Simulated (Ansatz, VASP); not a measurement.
# CaB6 in VASP and in Ansatz

```xyz
7
Lattice="4.1479 0.0000 0.0000 0.0000 4.1479 0.0000 0.0000 0.0000 4.1479" Properties=species:S:1:pos:R:3 pbc="T T T"
Ca    0.0000    0.0000    0.0000
B     0.8370    2.0740    2.0740
B     2.0740    0.8370    2.0740
B     3.3110    2.0740    2.0740
B     2.0740    3.3110    2.0740
B     2.0740    2.0740    0.8370
B     2.0740    2.0740    3.3110
```

Alike in both runs: task single point; functional PBE; k mesh 8 × 8 × 8; occupations gaussian, width 0.01 eV; no spin polarisation.

```csv
,VASP,Ansatz
version,VASP 6.6.1,Ansatz 0.2.0
potentials or method,"VASP PAW PBE potentials, release 64 (Ca_sv, B), cutoff 520 eV","scalar-relativistic, plane waves, PAW"
valence electrons in the cell,28,28
```

VASP gave:

```
gap on the k mesh at the Fermi level (eV) : 0.07
least direct gap on the mesh (eV)         : 0.15
pressure (GPa)                            : 0.1
rms of the force components (eV/Å)        : 0.006
```

Which values does Ansatz return?

gap on the k mesh at the Fermi level (eV): 0.07; least direct gap on the mesh (eV): 0.14; pressure (GPa): 0.0; rms of the force components (eV/Å): 0.003.

Atom by atom the forces differ by 0.009 eV/Å (rms over components).
